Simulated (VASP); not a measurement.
# PtSe2 in VASP: notebook, part 2 of 2

VASP 6.6.1.

## (5) Single point, PBE+D3(BJ)

Contents of INCAR:

```
SYSTEM = PtSe2
ALGO = Normal ; DIPOL = 0.5 0.5 0.391
EDIFF = 1E-6 ; ENCUT = 520
GGA = PE ; IDIPOL = 3
ISIF = 2 ; ISMEAR = 0
IVDW = 12 ; LASPH = .True.
LCHARG = .False. ; LDIPOL = .True.
LREAL = .False. ; LWAVE = .False.
NBANDS = 31 ; NELM = 80
PREC = Accurate ; SIGMA = 0.05
```

Contents of KPOINTS:

```
k-points
0
Gamma
  9 9 1
  0 0 0
```

Contents of POSCAR:

```
PtSe2
1.0
    3.7070358307      0.0000000000      0.0000000000
   -1.8535179153      3.2103872021      0.0000000000
    0.0000000000      0.0000000000     22.7981611688
Se Pt
4 2
Direct
    0.6666666667      0.3333333333      0.1973843402
    0.3333333333      0.6666666667      0.3135814565
    0.8333333333      1.0000000000      0.4675412418
    0.5000000000      1.3333333333      0.5837383581
    0.0000000000      0.0000000000      0.2554828983
    0.1666666667      0.6666666667      0.5256398000
```

Potentials or basis: VASP PAW PBE potentials, release 64 (Se, Pt).

On the command line:

```console
> cat potpaw_PBE.64/Se/POTCAR potpaw_PBE.64/Pt/POTCAR > POTCAR
> mpirun -np 1 vasp_std > vasp.out
```

OUTCAR:

```text
SYSTEM = PtSe2
   EDIFF = 1E-6
   ENCUT = 520
   GGA = PE
   ISIF = 2
   ISMEAR = 0
   IVDW = 12
   LASPH = .True.
   LREAL = .False.
   NELM = 80
   PREC = Accurate
 IVDW          = 12

 ion  position               nearest neighbor table
   1  0.667  0.333  0.197-   5 2.52   5 2.52   5 2.52
   2  0.333  0.667  0.314-   5 2.52   5 2.52   5 2.52
   3  0.833  0.000  0.468-   6 2.52   6 2.52   6 2.52
   4  0.500  0.333  0.584-   6 2.52   6 2.52   6 2.52
   5  0.000  0.000  0.255-   1 2.52   1 2.52   1 2.52   2 2.52   2 2.52   2 2.52
   6  0.167  0.667  0.526-   4 2.52   4 2.52   4 2.52   3 2.52   3 2.52   3 2.52

  LATTYP: Found a hexagonal cell.
 ALAT       =     3.7070358307
 C/A-ratio  =     6.1499705452

  Lattice vectors:

 A1 = (   3.7070358307,   0.0000000000,   0.0000000000)
 A2 = (  -1.8535179153,   3.2103872021,   0.0000000000)
 A3 = (   0.0000000000,   0.0000000000,  22.7981611688)

Analysis of symmetry for initial positions (statically):
=====================================================================
 Subroutine PRICEL returns:
 Original cell was already a primitive cell.

 Routine SETGRP: Setting up the symmetry group for a
 hexagonal supercell.

 Subroutine GETGRP returns: Found  2 space group operations
 (whereof  1 operations were pure point group operations)
 out of a pool of 24 trial point group operations.

The static configuration has the point symmetry C_1 .
 The point group associated with its full space group is S_2 .

Analysis of symmetry for dynamics (positions and initial velocities):
=====================================================================
 Subroutine PRICEL returns:
 Original cell was already a primitive cell.

 Routine SETGRP: Setting up the symmetry group for a
 hexagonal supercell.

 Subroutine GETGRP returns: Found  2 space group operations
 (whereof  1 operations were pure point group operations)
 out of a pool of 24 trial point group operations.

The dynamic configuration has the point symmetry C_1 .
 The point group associated with its full space group is S_2 .
[... 136 lines left out ...]
   LEPSILON=     F    determine dielectric tensor
   LRPA    =     F    only Hartree local field effects (RPA)
 non-spin polarized calculation
 Gauss-broadening in eV      SIGMA  =   0.05
  energy-cutoff  :      520.00
  volume of cell :      271.32
 maximum number of plane-waves:      7334
   NGX = 13   NGY = 13   NGZ = 85

 dipolmoment           0.000000      0.000000      0.000050 electrons x Angstroem

 number of electron      44.0000001 magnetization

 dipolmoment           0.000000      0.000000     -0.000006 electrons x Angstroem

 Free energy of the ion-electron system (eV)
  ---------------------------------------------------
  ext. energy  EPLUGINS =         0.00000000
  ---------------------------------------------------
  free energy    TOTEN  =       -28.57137034 eV

  energy without entropy =      -28.57137034  energy(sigma->0) =      -28.57137034

 E-fermi :  -0.2313     XC(G=0):  -5.5162

 val. band max:       -0.4598816040   @ k =  -0.2222   0.1111   0.0000
 cond. band min:       0.5318069733   @ k =  -0.2222   0.2222   0.0000
 fundamental gap:      0.9916885773
 Fermi energy:        -0.2313093566

 k-point     1 :       0.0000    0.0000    0.0000
  band No.  band energies     occupation
      1     -14.7569      2.00000
      2     -14.7077      2.00000
      3     -13.0185      2.00000
      4     -12.9188      2.00000
      5      -5.9977      2.00000
      6      -5.7787      2.00000
[... 805 lines left out ...]
     30       6.3957      0.00000
     31       6.7518      0.00000

 [... further k-points ...]

------------------------ aborting loop because EDIFF is reached ----------------------------------------

 vacuum level on the upper side and lower side of the slab       (xc-potential included)        -0.186        -0.187

 Edisp (eV)   -2.06320

 E8    (eV) :    -0.9148

  FORCE on cell =-STRESS in cart. coord.  units (eV):
  Direction    XX          YY          ZZ          XY          YZ          ZX
  --------------------------------------------------------------------------------------
  -------------------------------------------------------------------------------------
  Total      -0.18641    -0.15448    -0.68935     0.01706     0.04750     0.08297
  in kB      -1.10074    -0.91219    -4.07068     0.10074     0.28047     0.48996
  external pressure =       -2.03 kB  Pullay stress =        0.00 kB

 VOLUME and BASIS-vectors are now :
 -----------------------------------------------------------------------------
  energy-cutoff  :      520.00
  volume of cell :      271.32
      direct lattice vectors                 reciprocal lattice vectors
     3.707035831  0.000000000  0.000000000     0.269757306  0.155744453  0.000000000
    -1.853517915  3.210387202  0.000000000     0.000000000  0.311488907  0.000000000
     0.000000000  0.000000000 22.798161169     0.000000000  0.000000000  0.043863187

 POSITION                                       TOTAL-FORCE (eV/Angst)
 -----------------------------------------------------------------------------------
      1.85352      1.07013      4.50000        -0.007386     -0.005927     -0.002413
     -0.00000      2.14026      7.14908        -0.008676     -0.010203      0.071317
      3.08920      0.00000     10.65908         0.008676      0.010203     -0.071317
      1.23568      1.07013     13.30816         0.007386      0.005927      0.002413
      0.00000      0.00000      5.82454         0.001910      0.006645      0.067008
     -0.61784      2.14026     11.98362        -0.001910     -0.006645     -0.067008
 -----------------------------------------------------------------------------------
    total drift:                                0.000004      0.000006     -0.000153

  FREE ENERGIE OF THE ION-ELECTRON SYSTEM (eV)
  ---------------------------------------------------
  free  energy   TOTEN  =       -30.6345747845 eV

  energy  without entropy=      -30.6345747845  energy(sigma->0) =      -30.63457478

 vacuum level on the upper side and lower side of the slab         4.858         4.858
```

OSZICAR:

```text
N       E                     dE             d eps       ncg     rms          rms(c)
DAV:   1     0.296944319625E+03    0.29694E+03   -0.17236E+04  2542   0.115E+03
DAV:   2    -0.341544795094E+01   -0.30036E+03   -0.28526E+03  3387   0.214E+02
DAV:   3    -0.296498526829E+02   -0.26234E+02   -0.25738E+02  3058   0.676E+01
[... 14 lines left out ...]
DAV:  18    -0.285713529143E+02   -0.92393E-05   -0.75006E-07  2284   0.278E-03    0.828E-04
DAV:  19    -0.285713634238E+02   -0.10510E-04   -0.40576E-07  2195   0.220E-03    0.196E-03
DAV:  20    -0.285713660142E+02   -0.25904E-05   -0.54271E-08  2090   0.103E-03    0.356E-04
DAV:  21    -0.285713697199E+02   -0.37057E-05   -0.89254E-08  1967   0.109E-03    0.745E-04
DAV:  22    -0.285713703377E+02   -0.61779E-06   -0.24257E-08  2076   0.593E-04
   1 F= -.30634575E+02 E0= -.30634575E+02  d E =-.932553E-12
```

stdout:

```text
POSCAR found type information on POSCAR SePt
 POSCAR found :  2 types and       6 ions
 scaLAPACK will be used
 LDA part: xc-table for (Slater+PW92), standard interpolation
 POSCAR, INCAR and KPOINTS ok, starting setup
 FFT: planning ... GRIDC
 FFT: planning ... GRID_SOFT
 FFT: planning ... GRID
 WAVECAR not read
 entering main loop
```

Run time: 13 min. Hardware: 1 thread of Oxide Virtual Turin-like, shared host; peak memory 0.52 GiB.

What came out:

```
Free energy                : -30.6346 eV
Largest force              : 0.073 eV/Å
Band gap on the k mesh     : 0.99 eV, indirect (least direct gap 1.18 eV)
Dispersion energy per atom : -0.344 eV
```

Forces in eV/Å, atoms in the order of the input:
```
Se  -0.007 -0.006 -0.002
Se  -0.009 -0.010  0.071
Se   0.009  0.010 -0.071
Se   0.007  0.006  0.002
Pt   0.002  0.007  0.067
Pt  -0.002 -0.007 -0.067
```

Caveat: spin-orbit coupling is left out, which moves the levels of the heavy elements.
